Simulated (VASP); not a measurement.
# Al3Ni3B in VASP: relaxation of the atoms with PBEsol

Aim: the relaxation of the atoms of Al3Ni3B with PBEsol.

Everything below comes from runs of VASP 6.6.1. Logs are shortened: lines on timing, memory, paths and dates and some standing lists are left out, and cuts for length are marked.

## Step 1: The cell of the first run

The cell holds a slab with vacuum, 7 atoms: a = 2.862 Å, b = 2.862 Å, c = 26.155 Å, α = 90.00°, β = 90.00°, γ = 90.00°.

## Step 2: Relaxation of the atoms, PBEsol

INCAR reads:

```
ALGO = Normal
DIPOL = 0.5 0.5 0.485
EDIFF = 1E-6
EDIFFG = -0.03
ENCUT = 520
GGA = PS
IBRION = 2
IDIPOL = 3
ISIF = 2
ISMEAR = 0
LASPH = True
LCHARG = False
LDIPOL = True
LREAL = False
LWAVE = False
NELM = 80
NSW = 90
PREC = Accurate
SIGMA = 0.1
```

KPOINTS reads:

```
k-points
0
Gamma
  10 10 1
```

POSCAR reads:

```
Al3Ni3B
1.0
    2.8621655562      0.0000000000      0.0000000000
    0.0000000000      2.8621655562      0.0000000000
    0.0000000000      0.0000000000     26.1554138905
Ni Al B
3 3 1
Selective dynamics
Direct
    0.5000000000      0.5000000000      0.3249805198  F F F
    0.5000000000      0.5000000000      0.4344097021  F F F
    0.5000000000      0.5000000000      0.5461082211  T T T
    0.0000000000      0.0000000000      0.3796951109  F F F
    0.0000000000      0.0000000000      0.4892465812  T T T
    0.0000000000      0.0000000000      0.5974673309  T T T
    0.5000000000      0.5000000000      0.6257597526  T T T
```

Potentials or basis: VASP PAW PBE potentials, release 64 (Ni, Al, B).

Run with:

```bash
$ cat potpaw_PBE.64/Ni/POTCAR potpaw_PBE.64/Al/POTCAR potpaw_PBE.64/B/POTCAR > POTCAR
$ mpirun -np 1 vasp_std > vasp.out
```

OUTCAR:

```text
EDIFF = 1E-6
   EDIFFG = -0.03
   ENCUT = 520
   GGA = PS
   IBRION = 2
   ISIF = 2
   ISMEAR = 0
   LASPH = True
   LREAL = False
   NELM = 80
   NSW = 90
   PREC = Accurate

 ion  position               nearest neighbor table
   1  0.500  0.500  0.325-   4 2.48   4 2.48   4 2.48   4 2.48   2 2.86
   2  0.500  0.500  0.434-   4 2.48   4 2.48   4 2.48   4 2.48   5 2.48   5 2.48   5 2.48   5 2.48
                             1 2.86   3 2.92
   3  0.500  0.500  0.546-   7 2.08   6 2.43   6 2.43   6 2.43   6 2.43   5 2.51   5 2.51   5 2.51
                             5 2.51   2 2.92
   4  0.000  0.000  0.380-   1 2.48   1 2.48   1 2.48   1 2.48   2 2.48   2 2.48   2 2.48   2 2.48
                             5 2.87
   5  0.000  0.000  0.489-   2 2.48   2 2.48   2 2.48   2 2.48   3 2.51   3 2.51   3 2.51   3 2.51
                             6 2.83   4 2.87
   6  0.000  0.000  0.597-   7 2.15   7 2.15   7 2.15   7 2.15   3 2.43   3 2.43   3 2.43   3 2.43
                             5 2.83
   7  0.500  0.500  0.626-   3 2.08   6 2.15   6 2.15   6 2.15   6 2.15

  LATTYP: Found a simple tetragonal cell.
 ALAT       =     2.8621655562
 C/A-ratio  =     9.1383301828

  Lattice vectors:

 A1 = (   2.8621655562,   0.0000000000,   0.0000000000)
 A2 = (   0.0000000000,   2.8621655562,   0.0000000000)
 A3 = (   0.0000000000,   0.0000000000,  26.1554138905)

Analysis of symmetry for initial positions (statically):
=====================================================================
 Subroutine PRICEL returns:
 Original cell was already a primitive cell.

 Routine SETGRP: Setting up the symmetry group for a
 simple tetragonal supercell.

 Subroutine GETGRP returns: Found  8 space group operations
 (whereof  8 operations were pure point group operations)
 out of a pool of 16 trial point group operations.

The static configuration has the point symmetry C_4v.

Analysis of symmetry for dynamics (positions and initial velocities):
=====================================================================
 Subroutine PRICEL returns:
 Original cell was already a primitive cell.

 Routine SETGRP: Setting up the symmetry group for a
 simple tetragonal supercell.

 Subroutine GETGRP returns: Found  8 space group operations
 (whereof  8 operations were pure point group operations)
 out of a pool of 16 trial point group operations.

The dynamic configuration has the point symmetry C_4v.

Analysis of constrained symmetry for selective dynamics:
=====================================================================
 Subroutine PRICEL returns:
 Original cell was already a primitive cell.

 Routine SETGRP: Setting up the symmetry group for a
 simple tetragonal supercell.

 Subroutine GETGRP returns: Found  8 space group operations
 (whereof  8 operations were pure point group operations)
 out of a pool of 16 trial point group operations.

The constrained configuration has the point symmetry C_4v.

 Subroutine INISYM returns: Found  8 space group operations
 (whereof  8 operations are pure point group operations),
 and found     1 'primitive' translations

----------------------------------------------------------------------------------------

                                     Primitive cell

  volume of cell :     214.2649

  direct lattice vectors                    reciprocal lattice vectors
     2.862165556  0.000000000  0.000000000     0.349385799  0.000000000  0.000000000
     0.000000000  2.862165556  0.000000000     0.000000000  0.349385799  0.000000000
     0.000000000  0.000000000 26.155413891     0.000000000  0.000000000  0.038233002

  length of vectors
     2.862165556  2.862165556 26.155413891     0.349385799  0.349385799  0.038233002

  position of ions in fractional coordinates (direct lattice)
     0.500000000  0.500000000  0.324980520
     0.500000000  0.500000000  0.434409702
     0.500000000  0.500000000  0.546108221
     0.000000000  0.000000000  0.379695111
     0.000000000  0.000000000  0.489246581
     0.000000000  0.000000000  0.597467331
     0.500000000  0.500000000  0.625759753

  ion indices of the primitive-cell ions
   primitive index   ion index
                 1           1
                 2           2
                 3           3
                 4           4
                 5           5
                 6           6
                 7           7

----------------------------------------------------------------------------------------

 KPOINTS: k-points

Automatic generation of k-mesh.
 Grid dimensions read from file:
 generate k-points for:   10   10    1

 Generating k-lattice:

  Cartesian coordinates                     Fractional coordinates (reciprocal lattice)
     0.034938580  0.000000000  0.000000000     0.100000000  0.000000000  0.000000000
     0.000000000  0.034938580  0.000000000     0.000000000  0.100000000  0.000000000
     0.000000000  0.000000000  0.038233002     0.000000000  0.000000000  1.000000000

  Length of vectors
     0.034938580  0.034938580  0.038233002

  Shift w.r.t. Gamma in fractional coordinates (k-lattice)
     0.000000000  0.000000000  0.000000000

 Subroutine IBZKPT returns following result:
 ===========================================

 Found     21 irreducible k-points:

 Following reciprocal coordinates:
            Coordinates               Weight
  0.000000  0.000000  0.000000      1.000000
  0.100000  0.000000  0.000000      4.000000
  0.200000  0.000000  0.000000      4.000000
  0.300000  0.000000  0.000000      4.000000
  0.400000  0.000000  0.000000      4.000000
  0.500000  0.000000  0.000000      2.000000
[... 13 lines left out ...]
  0.500000  0.400000  0.000000      4.000000
  0.500000  0.500000  0.000000      1.000000
   k-points           NKPTS =     21   k-points in BZ     NKDIM =     21   number of bands    NBANDS=     25
   number of dos      NEDOS =    301   number of ions     NIONS =      7
   total plane-waves  NPLWV = 112896
   dimension x,y,z NGX =    24 NGY =   24 NGZ =  196
   dimension x,y,z NGXF=    48 NGYF=   48 NGZF=  392
   ions per type =               3   3   1
   NGX,Y,Z   is equivalent  to a cutoff of  13.94, 13.94, 12.46 a.u.
   NGXF,Y,Z  is equivalent  to a cutoff of  27.88, 27.88, 24.92 a.u.
 SYSTEM =  unknown system
   PREC   = accura    normal or accurate (medium, high low for compatibility)
   ISTART =      0    job   : 0-new  1-cont  2-samecut
   ICHARG =      2    charge: 1-file 2-atom 10-const
   ISPIN  =      1    spin polarized calculation?
   LNONCOLLINEAR =      F non collinear calculations
   LSORBIT =      F    spin-orbit coupling
   LASPH  =      T    aspherical Exc in radial PAW
   ENCUT  =  520.0 eV  38.22 Ry    6.18 a.u.   5.32  5.32 48.63*2*pi/ulx,y,z
   NELM   =     80;   NELMIN=  2; NELMDL= -5     # of ELM steps
   EDIFF  = 0.1E-05   stopping-criterion for ELM
   LREAL  =      F    real-space projection
   EDIFFG = -.3E-01   stopping-criterion for IOM
   NSW    =     90    number of steps for IOM
   IBRION =      2    ionic relax: 0-MD 1-quasi-New 2-CG
   NFREE  =      1    steps in history (QN), initial steepest desc. (CG)
   ISIF   =      2    stress and relaxation
   ISYM   =      2    0-nonsym 1-usesym 2-fastsym
   POTIM  = 0.5000    time-step for ionic-motion
   TEBEG  =    0.0;   TEEND  =   0.0 temperature during run
   PSTRESS=    0.0 pullay stress
   NELECT =      42.0000    total number of electrons
   NUPDOWN=      -1.0000    fix difference up-down
   EMIN   =  10.00;   EMAX   =-10.00  energy-range for DOS
   EFERMI =   0.00;   METHOD = LEGACY
   ISMEAR =     0;   SIGMA  =   0.10  broadening in eV -4-tet -1-fermi 0-gaus
   EFERMI_NEDOS =   21; number of points for ismear=-14 and -15
   IALGO  =     38    algorithm
   IMIX   =      4    mixing-type and parameters
     AMIX     =   0.40;   BMIX     =  1.00
     AMIX_MAG =   1.60;   BMIX_MAG =  1.00
  volume/ion in A,a.u.               =      30.61       206.56
  Fermi-wavevector in a.u.,A,eV,Ry     =   0.950986  1.797103 12.304766  0.904375
  Thomas-Fermi vector in A             =   2.079414
   LORBIT       =      0    0 simple, 1 ext, 2 COOP (PROOUT), +10 PAW based schemes
   GGA     = PS    functional components
   LHFCALC =     F    Hartree Fock is set to
   AEXX    =    0.0000 exact exchange contribution
   IVDW    =     0    specifies the selected vdW correction
   LEPSILON=     F    determine dielectric tensor
   LRPA    =     F    only Hartree local field effects (RPA)
 conjugate gradient relaxation of ions
 non-spin polarized calculation
 Gauss-broadening in eV      SIGMA  =   0.10
  energy-cutoff  :      520.00
  volume of cell :      214.26
 maximum number of plane-waves:      5817
 NGX is ok and might be reduce to    24
   NGX = 11   NGY = 11   NGZ = 97

 dipolmoment           0.000000      0.000000     -0.006869 electrons x Angstroem

--------------------------------------- Ionic step        1  -------------------------------------------

 number of electron      42.0000017 magnetization

 Free energy of the ion-electron system (eV)
  ---------------------------------------------------
  ext. energy  EPLUGINS =         0.00000000
  ---------------------------------------------------
  free energy    TOTEN  =       -37.37058679 eV

  energy without entropy =      -37.34874399  energy(sigma->0) =      -37.35966539

------------------------ aborting loop because EDIFF is reached ----------------------------------------

  FORCE on cell =-STRESS in cart. coord.  units (eV):
  Direction    XX          YY          ZZ          XY          YZ          ZX
  --------------------------------------------------------------------------------------
  -------------------------------------------------------------------------------------
  Total       -0.5224161     -0.5224161      0.6598611      0.0000000     -0.0000000      0.0000000
  in kB       -3.9063936     -3.9063936      4.9341461      0.0000000     -0.0000000      0.0000000
  external PRESSURE =      -0.9595471 kB  Pullay stress =       0.0000000 kB
[... 233 lines left out ...]
--------------------------------------- Ionic step        7  -------------------------------------------

 number of electron      42.0000019 magnetization

 dipolmoment           0.000000      0.000000      0.024829 electrons x Angstroem

 Free energy of the ion-electron system (eV)
  ---------------------------------------------------
  ext. energy  EPLUGINS =         0.00000000
  ---------------------------------------------------
  free energy    TOTEN  =       -37.46921261 eV

  energy without entropy =      -37.44881550  energy(sigma->0) =      -37.45901406

 E-fermi :   0.3402     XC(G=0):  -5.1502

 val. band max:        0.3241095121   @ k =   0.3000   0.2000   0.0000
 cond. band min:       0.3812654816   @ k =   0.5000   0.3000   0.0000
 fundamental gap:      0.0571559695
 Fermi energy:         0.3401749637

 k-point     1 :       0.0000    0.0000    0.0000
  band No.  band energies     occupation
      1     -11.6510      2.00000
      2     -10.1621      2.00000
      3      -8.2806      2.00000
      4      -5.9486      2.00000
      5      -3.7987      2.00000
      6      -2.9673      2.00000
[... 577 lines left out ...]
     24       1.8456      0.00000
     25       2.2964      0.00000

------------------------ aborting loop because EDIFF is reached ----------------------------------------

 vacuum level on the upper side and lower side of the slab       (xc-potential included)         0.255        -0.281

  FORCE on cell =-STRESS in cart. coord.  units (eV):
  Direction    XX          YY          ZZ          XY          YZ          ZX
  --------------------------------------------------------------------------------------
  -------------------------------------------------------------------------------------
  Total       -0.4886661     -0.4886661     -0.5376730      0.0000000      0.0000000     -0.0000000
  in kB       -3.6540267     -3.6540267     -4.0204783      0.0000000      0.0000000     -0.0000000
  external PRESSURE =      -3.7761772 kB  Pullay stress =       0.0000000 kB
[... 22 lines left out ...]
  FREE ENERGIE OF THE ION-ELECTRON SYSTEM (eV)
  ---------------------------------------------------
  free  energy   TOTEN  =       -37.4692126117 eV

  energy  without entropy=      -37.4488155025  energy(sigma->0) =      -37.45901406

 reached required accuracy - stopping structural energy minimisation

 vacuum level on the upper side and lower side of the slab         5.638         5.091
```

It took 8.8 min on 1 thread of AMD EPYC 9R45 (Zen 5), shared host; peak memory 0.37 GiB.

Results:

* Free energy: -37.4692 eV
* Energy gained by relaxing: 14.1 meV/atom
* Ionic steps: 7
* Band gap on the k mesh: zero (bands 21 and 22 overlap by 1.47 eV)

The path:
| step | energy change (eV) | largest force on free atoms (eV/Å) | pressure (GPa) |
| --- | --- | --- | --- |
| 1 | 0.0000 | 1.1085 | -0.10 |
| 2 | -0.0808 | 0.4463 | -0.37 |
| 3 | -0.0963 | 0.1584 | -0.46 |
| 4 | -0.0981 | 0.0577 | -0.42 |
| 5 | -0.0985 | 0.0381 | -0.39 |
| 6 | -0.0985 | 0.0375 | -0.38 |
| 7 | -0.0986 | 0.0255 | -0.38 |

Final structure:
```
Ni Al B
1.0
     2.86217    0.00000    0.00000
     0.00000    2.86217    0.00000
     0.00000    0.00000   26.15541
Ni Al B
3 3 1
Direct
  0.50000 0.50000 0.32498
  0.50000 0.50000 0.43441
  0.50000 0.50000 0.54291
  0.00000 0.00000 0.37970
  0.00000 0.00000 0.48779
  0.00000 0.00000 0.60114
  0.50000 0.50000 0.62555
```

Levels at points of the mesh, in eV from the Fermi level:
| k point | band 17 | band 18 | band 19 | band 20 | band 21 | band 22 | band 23 | band 24 | band 25 |
| --- | --- | --- | --- | --- | --- | --- | --- | --- | --- |
| (0.00, 0.00, 0.00) | -0.85 | -0.85 | -0.65 | -0.52 | 0.46 | 1.78 | 1.78 | 2.66 | 4.46 |
| (0.50, 0.00, 0.00) | -1.43 | -1.06 | -0.77 | -0.75 | -0.71 | -0.48 | -0.17 | 2.16 | 3.11 |
| (0.50, 0.50, 0.00) | -0.80 | -0.72 | -0.72 | -0.14 | 1.00 | 1.00 | 1.39 | 1.51 | 1.96 |

Caveat: the PAW data sets were made with another functional, which shifts forces and pressure a little.

The gap in the log of VASP goes by the Fermi energy; the results here count the filled bands.